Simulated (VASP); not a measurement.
# Cr (Fd-3m) in VASP: a series of runs

Runs on Cr. Level: PBE. Tasks: single point, relaxation of cell and atoms.

Program: VASP 6.6.1. These are calculated values, not measurements. Logs are shortened: lines on timing, memory, paths and dates and some standing lists are left out, and cuts for length are marked.

### Step 1. The cell of the first run

The structure is cubic, space group Fd-3m (No. 227). Conventional cell: a = 5.232 Å, b = 5.232 Å, c = 5.232 Å, α = 90.00°, β = 90.00°, γ = 90.00°. Within 3.0 Å of Cr (site symmetry -43m) lie 4 Cr at 2.27 Å.

### Step 2. Single point, PBE (volume scaled by 1.08)

INCAR reads:

```
SYSTEM = Cr
PREC = Accurate
ENCUT = 520
EDIFF = 1E-6
ISMEAR = -1
SIGMA = 0.1
LREAL = .FALSE.
LASPH = .TRUE.
NELM = 80
ALGO = Normal
ISIF = 2
LWAVE = .FALSE.
LCHARG = .FALSE.
GGA = PE
NBANDS = 19
```

KPOINTS reads:

```
Automatic mesh
0
G
  12 12 12
  0 0 0
```

POSCAR reads:

```
Cr
1.0
    0.0000000000      2.6161690191      2.6161690191
    2.6161690191      0.0000000000      2.6161690191
    2.6161690191      2.6161690191      0.0000000000
Cr
2
Direct
    0.1250000000      0.1250000000      0.1250000000
    0.8750000000      0.8750000000      0.8750000000
```

Potentials or basis: VASP PAW PBE potentials, release 64 (Cr_pv).

On the command line:

```
> cat potpaw_PBE.64/Cr_pv/POTCAR > POTCAR
> mpirun -np 1 vasp_std > vasp.out
```

OUTCAR:

```text
SYSTEM = Cr
   PREC = Accurate
   ENCUT = 520
   EDIFF = 1E-6
   ISMEAR = -1
   LREAL = .FALSE.
   LASPH = .TRUE.
   NELM = 80
   ISIF = 2
   GGA = PE

 ion  position               nearest neighbor table
   1  0.125  0.125  0.125-   2 2.27   2 2.27   2 2.27   2 2.27
   2  0.875  0.875  0.875-   1 2.27   1 2.27   1 2.27   1 2.27

  LATTYP: Found a face centered cubic cell.
 ALAT       =     5.2323380382

  Lattice vectors:

 A1 = (   0.0000000000,   2.6161690191,   2.6161690191)
 A2 = (   2.6161690191,   0.0000000000,   2.6161690191)
 A3 = (   2.6161690191,   2.6161690191,   0.0000000000)

Analysis of symmetry for initial positions (statically):
=====================================================================
 Subroutine PRICEL returns:
 Original cell was already a primitive cell.

 Routine SETGRP: Setting up the symmetry group for a
 face centered cubic supercell.

 Subroutine GETGRP returns: Found 48 space group operations
 (whereof 12 operations were pure point group operations)
 out of a pool of 48 trial point group operations.

The static configuration has the point symmetry D_3d.
 The point group associated with its full space group is O_h .

Analysis of symmetry for dynamics (positions and initial velocities):
=====================================================================
 Subroutine PRICEL returns:
 Original cell was already a primitive cell.

 Routine SETGRP: Setting up the symmetry group for a
 face centered cubic supercell.

 Subroutine GETGRP returns: Found 48 space group operations
 (whereof 12 operations were pure point group operations)
 out of a pool of 48 trial point group operations.

The dynamic configuration has the point symmetry D_3d.
 The point group associated with its full space group is O_h .

 Subroutine INISYM returns: Found 48 space group operations
 (whereof 12 operations are pure point group operations),
 and found     1 'primitive' translations

----------------------------------------------------------------------------------------

                                     Primitive cell

  volume of cell :      35.8119

  direct lattice vectors                    reciprocal lattice vectors
     0.000000000  2.616169019  2.616169019    -0.191119150  0.191119150  0.191119150
     2.616169019  0.000000000  2.616169019     0.191119150 -0.191119150  0.191119150
     2.616169019  2.616169019  0.000000000     0.191119150  0.191119150 -0.191119150

  length of vectors
     3.699821708  3.699821708  3.699821708     0.331028079  0.331028079  0.331028079

  position of ions in fractional coordinates (direct lattice)
     0.125000000  0.125000000  0.125000000
     0.875000000  0.875000000  0.875000000

  ion indices of the primitive-cell ions
   primitive index   ion index
                 1           1
                 2           2

----------------------------------------------------------------------------------------

 KPOINTS: Automatic mesh

Automatic generation of k-mesh.
 Grid dimensions read from file:
 generate k-points for:   12   12   12

 Generating k-lattice:

  Cartesian coordinates                     Fractional coordinates (reciprocal lattice)
    -0.015926596  0.015926596  0.015926596     0.083333333  0.000000000  0.000000000
     0.015926596 -0.015926596  0.015926596     0.000000000  0.083333333  0.000000000
     0.015926596  0.015926596 -0.015926596     0.000000000  0.000000000  0.083333333

  Length of vectors
     0.027585673  0.027585673  0.027585673

  Shift w.r.t. Gamma in fractional coordinates (k-lattice)
     0.000000000  0.000000000  0.000000000

 Subroutine IBZKPT returns following result:
 ===========================================

 Found     72 irreducible k-points:

 Following reciprocal coordinates:
            Coordinates               Weight
  0.000000  0.000000  0.000000      1.000000
  0.083333  0.000000  0.000000      8.000000
  0.166667  0.000000  0.000000      8.000000
  0.250000  0.000000  0.000000      8.000000
  0.333333  0.000000  0.000000      8.000000
  0.416667  0.000000  0.000000      8.000000
[... 16 lines left out ...]
  0.500000  0.166667  0.000000     24.000000
 -0.416667  0.166667  0.000000     24.000000
 [... further k-points ...]
   k-points           NKPTS =     72   k-points in BZ     NKDIM =     72   number of bands    NBANDS=     19
   number of dos      NEDOS =    301   number of ions     NIONS =      2
   total plane-waves  NPLWV =  21952
   dimension x,y,z NGX =    28 NGY =   28 NGZ =   28
   dimension x,y,z NGXF=    56 NGYF=   56 NGZF=   56
   ions per type =               2
   NGX,Y,Z   is equivalent  to a cutoff of  12.58, 12.58, 12.58 a.u.
   NGXF,Y,Z  is equivalent  to a cutoff of  25.16, 25.16, 25.16 a.u.
 SYSTEM =  Cr
   PREC   = accura    normal or accurate (medium, high low for compatibility)
   ISTART =      0    job   : 0-new  1-cont  2-samecut
   ICHARG =      2    charge: 1-file 2-atom 10-const
   ISPIN  =      1    spin polarized calculation?
   LNONCOLLINEAR =      F non collinear calculations
   LSORBIT =      F    spin-orbit coupling
   LASPH  =      T    aspherical Exc in radial PAW
   ENCUT  =  520.0 eV  38.22 Ry    6.18 a.u.   6.88  6.88  6.88*2*pi/ulx,y,z
   NELM   =     80;   NELMIN=  2; NELMDL= -5     # of ELM steps
   EDIFF  = 0.1E-05   stopping-criterion for ELM
   LREAL  =      F    real-space projection
   EDIFFG = 0.1E-04   stopping-criterion for IOM
   NSW    =      0    number of steps for IOM
   IBRION =     -1    ionic relax: 0-MD 1-quasi-New 2-CG
   NFREE  =      0    steps in history (QN), initial steepest desc. (CG)
   ISIF   =      2    stress and relaxation
   ISYM   =      2    0-nonsym 1-usesym 2-fastsym
   POTIM  = 0.5000    time-step for ionic-motion
   TEBEG  =    0.0;   TEEND  =   0.0 temperature during run
   PSTRESS=    0.0 pullay stress
   NELECT =      24.0000    total number of electrons
   NUPDOWN=      -1.0000    fix difference up-down
   EMIN   =  10.00;   EMAX   =-10.00  energy-range for DOS
   EFERMI =   0.00;   METHOD = LEGACY
   ISMEAR =    -1;   SIGMA  =   0.10  broadening in eV -4-tet -1-fermi 0-gaus
   EFERMI_NEDOS =   21; number of points for ismear=-14 and -15
   IALGO  =     38    algorithm
   IMIX   =      4    mixing-type and parameters
     AMIX     =   0.40;   BMIX     =  1.00
     AMIX_MAG =   1.60;   BMIX_MAG =  1.00
  volume/ion in A,a.u.               =      17.91       120.84
  Fermi-wavevector in a.u.,A,eV,Ry     =   1.432637  2.707291 27.925255  2.052448
  Thomas-Fermi vector in A             =   2.552243
   LORBIT       =      0    0 simple, 1 ext, 2 COOP (PROOUT), +10 PAW based schemes
   GGA     = PE    functional components
   LHFCALC =     F    Hartree Fock is set to
   AEXX    =    0.0000 exact exchange contribution
   IVDW    =     0    specifies the selected vdW correction
   LEPSILON=     F    determine dielectric tensor
   LRPA    =     F    only Hartree local field effects (RPA)
 non-spin polarized calculation
  energy-cutoff  :      520.00
  volume of cell :       35.81
 maximum number of plane-waves:       982
   NGX = 13   NGY = 13   NGZ = 13

 number of electron      23.9999993 magnetization

 Free energy of the ion-electron system (eV)
  ---------------------------------------------------
  ext. energy  EPLUGINS =         0.00000000
  ---------------------------------------------------
  free energy    TOTEN  =       -14.73045984 eV

  energy without entropy =      -14.58206742  energy(sigma->0) =      -14.65626363

 E-fermi :   5.4596     XC(G=0): -10.9333

 val. band max:        5.4468292524   @ k =   0.2500   0.1667   0.0000
 cond. band min:       5.4635381028   @ k =  -0.3333   0.2500   0.0000
 fundamental gap:      0.0167088505
 Fermi energy:         5.4596257091

 k-point     1 :       0.0000    0.0000    0.0000
  band No.  band energies     occupation
      1     -37.1376      2.00000
      2     -37.1376      2.00000
      3     -37.1376      2.00000
      4     -36.4874      2.00000
      5     -36.4874      2.00000
      6     -36.4874      2.00000
[... 11 lines left out ...]
     18      13.7366      0.00000
     19      13.7374      0.00000

 k-point     2 :       0.0833    0.0000    0.0000
  band No.  band energies     occupation
      1     -37.1432      2.00000
      2     -37.1432      2.00000
      3     -37.1374      2.00000
      4     -36.4888      2.00000
      5     -36.4817      2.00000
      6     -36.4817      2.00000
[... 11 lines left out ...]
     18      13.7365      0.00000
     19      13.7373      0.00000

 k-point     3 :       0.1667    0.0000    0.0000
  band No.  band energies     occupation
      1     -37.1581      2.00000
      2     -37.1581      2.00000
      3     -37.1371      2.00000
      4     -36.4923      2.00000
      5     -36.4667      2.00000
      6     -36.4667      2.00000
[... 11 lines left out ...]
     18      13.7360      0.00000
     19      13.7407      0.00000

 k-point     4 :       0.2500    0.0000    0.0000
  band No.  band energies     occupation
      1     -37.1775      2.00000
      2     -37.1775      2.00000
      3     -37.1370      2.00000
      4     -36.4967      2.00000
      5     -36.4471      2.00000
      6     -36.4471      2.00000
[... 11 lines left out ...]
     18      12.6556      0.00000
     19      13.7377      0.00000

 k-point     5 :       0.3333    0.0000    0.0000
  band No.  band energies     occupation
      1     -37.1960      2.00000
      2     -37.1960      2.00000
      3     -37.1374      2.00000
      4     -36.5006      2.00000
      5     -36.4285      2.00000
      6     -36.4285      2.00000
[... 11 lines left out ...]
     18      10.9400      0.00000
     19      13.7380      0.00000
[... 334 lines left out ...]
      2     -37.2194      2.00000
      3     -37.0612      2.00000
      4     -36.5738      2.00000
      5     -36.4054      2.00000
      6     -36.4005      2.00000
[... 11 lines left out ...]
     18      12.0370      0.00000
     19      13.7381      0.00000

 k-point    22 :       0.4167    0.1667    0.0000
  band No.  band energies     occupation
      1     -37.2497      2.00000
      2     -37.2311      2.00000
      3     -37.0485      2.00000
      4     -36.5878      2.00000
      5     -36.3935      2.00000
      6     -36.3797      2.00000
[... 11 lines left out ...]
     18      10.4180      0.00000
     19      13.7372      0.00000

 k-point    23 :       0.5000    0.1667    0.0000
  band No.  band energies     occupation
      1     -37.2664      2.00000
      2     -37.2341      2.00000
      3     -37.0426      2.00000
      4     -36.5942      2.00000
      5     -36.3903      2.00000
      6     -36.3646      2.00000
[... 11 lines left out ...]
     18       9.2944      0.00000
     19      13.5057      0.00000

 k-point    24 :      -0.4167    0.1667    0.0000
  band No.  band energies     occupation
      1     -37.2726      2.00000
      2     -37.2279      2.00000
      3     -37.0460      2.00000
      4     -36.5905      2.00000
      5     -36.3965      2.00000
      6     -36.3590      2.00000
[... 11 lines left out ...]
     18       9.1537      0.00000
     19      13.0489      0.00000

 [... further k-points ...]
[... 5 lines left out ...]
  --------------------------------------------------------------------------------------
  -------------------------------------------------------------------------------------
  Total       -1.4875360     -1.4875360     -1.4875360      0.0000000     -0.0000000     -0.0000000
  in kB      -66.5504009    -66.5504009    -66.5504009      0.0000000     -0.0000000     -0.0000000
  external PRESSURE =     -66.5504009 kB  Pullay stress =       0.0000000 kB

 VOLUME and BASIS-vectors are now :
 -----------------------------------------------------------------------------
  energy-cutoff  :      520.00
  volume of cell :       35.81
      direct lattice vectors                 reciprocal lattice vectors
     0.000000000  2.616169019  2.616169019    -0.191119150  0.191119150  0.191119150
     2.616169019  0.000000000  2.616169019     0.191119150 -0.191119150  0.191119150
     2.616169019  2.616169019  0.000000000     0.191119150  0.191119150 -0.191119150

 POSITION                                       TOTAL-FORCE (eV/Angst)
 -----------------------------------------------------------------------------------
      0.65404      0.65404      0.65404        -0.000000     -0.000000     -0.000000
      4.57830      4.57830      4.57830         0.000000      0.000000      0.000000
 -----------------------------------------------------------------------------------
    total drift:                                0.000000      0.000000     -0.000000

  FREE ENERGIE OF THE ION-ELECTRON SYSTEM (eV)
  ---------------------------------------------------
  free  energy   TOTEN  =       -14.7304598369 eV

  energy  without entropy=      -14.5820674239  energy(sigma->0) =      -14.65626363
```

Wall time 32 s (1 thread of Intel Xeon Platinum 8259CL at 2.50GHz (Skylake/Cascade Lake), shared host); peak memory 0.18 GiB.

What came out:

```
Free energy            : -14.7305 eV
Pressure               : -6.7 GPa
Band gap on the k mesh : zero (band 12 reaches 5.70 eV, above the bottom of band 13 at 5.25 eV)
```

Caveat: the cell differs from its parent crystal (volume scaled by 1.08); the run has no spin polarisation, though such a crystal can be magnetic. Spin polarisation is off, so any magnetic state and its effect on volume and gap are missing.

### Step 3. Single point, PBE (volume scaled by 1.12)

INCAR reads:

```
PREC = Accurate
ENCUT = 520
EDIFF = 1E-6
ISMEAR = -1
SIGMA = 0.1
LREAL = False
LASPH = True
NELM = 60
ALGO = Normal
ISIF = 2
LWAVE = False
LCHARG = False
GGA = PE
NBANDS = 19
```

KPOINTS reads:

```
Automatic mesh
0
Gamma
  12 12 12
```

POSCAR reads:

```
Cr
1.0
    0.0000000000      2.6480766639      2.6480766639
    2.6480766639      0.0000000000      2.6480766639
    2.6480766639      2.6480766639      0.0000000000
Cr
2
Direct
    0.1250000000      0.1250000000      0.1250000000
    0.8750000000      0.8750000000      0.8750000000
```

Potentials or basis: VASP PAW PBE potentials, release 64 (Cr_pv).

On the command line:

```
> cat potpaw_PBE.64/Cr_pv/POTCAR > POTCAR
> mpirun -np 1 vasp_std > vasp.out
```

Wall time 32 s (1 thread of Intel Xeon Platinum 8259CL at 2.50GHz (Skylake/Cascade Lake), shared host); peak memory 0.17 GiB.

Results (log left out):

```yaml
Free_energy: -14.6647 eV
Pressure: -9.2 GPa
Band_gap_on_the_k_mesh: zero (band 12 reaches 5.35 eV, above the bottom of band 13 at 4.90 eV)
```

Levels at points of the mesh, in eV from the Fermi level:
```csv
k point,band 9,band 10,band 11,band 12,band 13,band 14,band 15,band 16
"(0.00, 0.00, 0.00)",-1.21,-0.90,-0.90,-0.90,0.99,0.99,0.99,2.75
"(0.50, 0.00, 0.00)",-1.13,-1.13,-0.89,-0.89,-0.12,1.62,1.62,2.44
"(0.50, 0.50, 0.00)",-0.80,-0.80,-0.26,-0.26,0.75,0.75,2.64,2.64
```

Caveat: the cell differs from its parent crystal (volume scaled by 1.12); the run has no spin polarisation, though such a crystal can be magnetic.

### Step 4. Relaxation of cell and atoms, PBE

This run uses another cell than the first one, of 16.19 Å³/atom, 0.904 times its volume.

INCAR reads:

```
PREC = Accurate ; ENCUT = 600
EDIFF = 1E-6 ; ISMEAR = -1
SIGMA = 0.1 ; LREAL = False
LASPH = True ; NELM = 80
ALGO = Normal ; ISIF = 3
LWAVE = False ; LCHARG = False
GGA = PE ; IBRION = 2
NSW = 80 ; EDIFFG = -0.01
```

KPOINTS reads:

```
Automatic mesh
0
Gamma
  11 11 11
```

POSCAR reads:

```
Cr
1.0
    0.0000000000      2.5297724266      2.5297724266
    2.5297724266      0.0000000000      2.5297724266
    2.5297724266      2.5297724266      0.0000000000
Cr
2
Direct
    0.1250000000      0.1250000000      0.1250000000
    0.8750000000      0.8750000000      0.8750000000
```

On the command line:

```
> cat potpaw_PBE.64/Cr_pv/POTCAR > POTCAR
> mpirun -np 1 vasp_std > vasp.out
```

Run time: 71 s. Hardware: 1 thread of Intel Xeon Platinum 8259CL at 2.50GHz (Skylake/Cascade Lake), shared host; peak memory 0.19 GiB.

It converged, with:

```
Free energy                            : -14.7862 eV
Relaxed volume                         : 16.61 Å³/atom
Relaxed cell                           : a = 3.609 Å, b = 3.609 Å, c = 3.609 Å, α = 60.00°, β = 60.00°, γ = 60.00°
Space group after relaxing (to 0.05 Å) : Fd-3m (No. 227)
Energy gained by relaxing              : 3.6 meV/atom
Ionic steps                            : 3
Pressure after relaxing                : 0.1 GPa
Band gap on the k mesh                 : zero (band 12 reaches 6.54 eV, above the bottom of band 13 at 5.93 eV)
```

Step by step:
```csv
step,energy change (eV),largest force (eV/Å),pressure (GPa),volume (Å³)
1,0.0000,0.0000,2.81,32.38
2,-0.0049,0.0000,-1.46,33.73
3,-0.0073,0.0000,0.06,33.23
```

Final structure:
```
Cr
1.0
     0.00000    2.55171    2.55171
     2.55171    0.00000    2.55171
     2.55171    2.55171    0.00000
Cr
2
Direct
  0.12500 0.12500 0.12500
  0.87500 0.87500 0.87500
```

Levels at points of the mesh, in eV from the Fermi level:
```
           k point  band 8  band 9  band 10  band 11  band 12  band 13  band 14  band 15  band 16
(0.00, 0.00, 0.00)   -1.50   -1.50    -1.04    -1.04    -1.04     1.07     1.07     1.07     3.11
```

Caveat: the run has no spin polarisation, though such a crystal can be magnetic.

### Step 5. Single point, PBE

This run uses another cell than the first one, of 16.58 Å³/atom, 0.926 times its volume.

INCAR reads:

```
ALGO = Normal ; EDIFF = 1E-6
ENCUT = 520 ; GGA = PE
ISIF = 2 ; ISMEAR = -1
LASPH = True ; LCHARG = True
LELF = True ; LREAL = False
LVHAR = True ; LWAVE = False
NBANDS = 19 ; NELM = 60
PREC = Accurate ; SIGMA = 0.1
```

KPOINTS reads:

```
k-points
0
Gamma
  17 17 17
```

POSCAR reads:

```
Cr
1.0
    0.0000000000      2.5499082060      2.5499082060
    2.5499082060      0.0000000000      2.5499082060
    2.5499082060      2.5499082060      0.0000000000
Cr
2
Direct
    0.1250000000      0.1250000000      0.1250000000
    0.8750000000      0.8750000000      0.8750000000
```

On the command line:

```
> cat potpaw_PBE.64/Cr_pv/POTCAR > POTCAR
> mpirun -np 1 vasp_std > vasp.out
```

Run time: 69 s. Hardware: 1 thread of Intel Xeon Platinum 8259CL at 2.50GHz (Skylake/Cascade Lake), shared host; peak memory 0.21 GiB.

The run converged. Its results:

| Property | Result |
| --- | --- |
| Free energy | -14.7866 eV |
| Pressure | 0.2 GPa |
| Band gap on the k mesh | zero (band 12 reaches 6.53 eV, above the bottom of band 13 at 5.96 eV) |

Levels at points of the mesh, in eV from the Fermi level:
```csv
k point,band 10,band 11,band 12,band 13,band 14,band 15
"(0.00, 0.00, 0.00)",-1.04,-1.04,-1.04,1.07,1.07,1.07
```

Caveat: the run has no spin polarisation, though such a crystal can be magnetic. Spin polarisation is off, so any magnetic state and its effect on volume and gap are missing.

### Step 6. Overview

```csv
task,cell,k mesh,cutoff (eV),gap on the mesh (eV),pressure (GPa)
single point,"a = 3.700 Å, angles 60.0°, 2 atoms",12 × 12 × 12,520,none,-6.7
single point,"a = 3.745 Å, angles 60.0°, 2 atoms",12 × 12 × 12,520,none,-9.2
relaxation of cell and atoms,"relaxed from a = 3.578 Å, angles 60.0°, 2 atoms",11 × 11 × 11,600,none,0.1
single point,"a = 3.606 Å, angles 60.0°, 2 atoms",17 × 17 × 17,520,none,0.2
```

Alike in all rows: level PBE; potentials or basis VASP PAW PBE potentials, release 64 (Cr_pv); no spin polarisation; smearing fermi-dirac 0.1 eV.

Caveats: the run has no spin polarisation, though such a crystal can be magnetic.

Total energies depend on the potentials used, so only differences within one code and one set of settings carry meaning.
